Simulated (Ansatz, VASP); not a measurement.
## HgTe in VASP and in Ansatz

```
Hg Te
1.0
     4.82757    0.00000    0.00000
    -2.41378    4.18080    0.00000
     0.00000    0.00000    7.22428
Hg Te
2 2
Cartesian
  0.0000 2.7872 1.8061
  2.4138 1.3936 5.4182
  2.4138 1.3936 1.8061
  0.0000 2.7872 5.4182
```

Alike in both runs: task single point; functional PBE; k mesh 6 × 6 × 4; occupations fermi-dirac, width 0.02 eV; no spin polarisation.

|  | VASP | Ansatz |
| --- | --- | --- |
| version | VASP 6.6.1 | Ansatz 0.2.0 |
| potentials or method | VASP PAW PBE potentials, release 64 (Hg, Te) | plane waves, PAW |
| plane-wave cutoff (eV) | 520 | 420 |
| valence electrons in the cell | 36 | 72 |

```csv
,VASP,Ansatz,Ansatz less VASP
pressure (GPa),1.1,1.0,-0.08
"traceless stress, the component that is largest in VASP (GPa)",-0.67,-0.61,+0.053
```

VASP's potentials hold 36 valence electrons a cell and Ansatz's 72, so a difference there can come from the potentials and not from the codes.

Neither program's run includes spin-orbit coupling.
